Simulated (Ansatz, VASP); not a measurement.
One calculation of Ti2BN3, two programs

```
Ti B N
1.0
     2.80292    0.00000    0.00000
     0.00000    2.80292    0.00000
     0.00000    0.00000    7.23371
Ti B N
2 1 3
Direct
  0.50000 0.50000 0.80438
  0.50000 0.50000 0.19562
  0.50000 0.50000 0.50000
  0.00000 0.00000 0.00000
  0.00000 0.00000 0.71601
  0.00000 0.00000 0.28399
```

Change from the starting cell: species swapped into the MgSc3Ru2 type (P4/mmm, No. 123).

Alike in both runs: functional PBE; k mesh 14 × 14 × 6; occupations gaussian, width 0.1 eV; no spin polarisation.

Ansatz relaxed the structure, and its values are those at the end. VASP's run is a single point on that final structure, the one shown.

|  | VASP | Ansatz |
| --- | --- | --- |
| version | VASP 6.6.1 | Ansatz 0.2.0 |
| potentials or method | VASP PAW PBE potentials, release 64 (Ti_sv, B, N), cutoff 520 eV | scalar-relativistic, plane waves, PAW |
| valence electrons in the cell | 42 | 42 |

|  | VASP | Ansatz | Ansatz less VASP |
| --- | --- | --- | --- |
| gap on the k mesh at the Fermi level (eV) | none | none | - |
| pressure (GPa) | 0.2 | 0.0 | -0.23 |
| rms of the force components (eV/Å) | 0.011 | 0.000 | -0.0111 |

A gap of «none» marks a metal or a gap that the smearing closes. With one functional, cell and mesh, what is left measures potentials, basis and numerics.
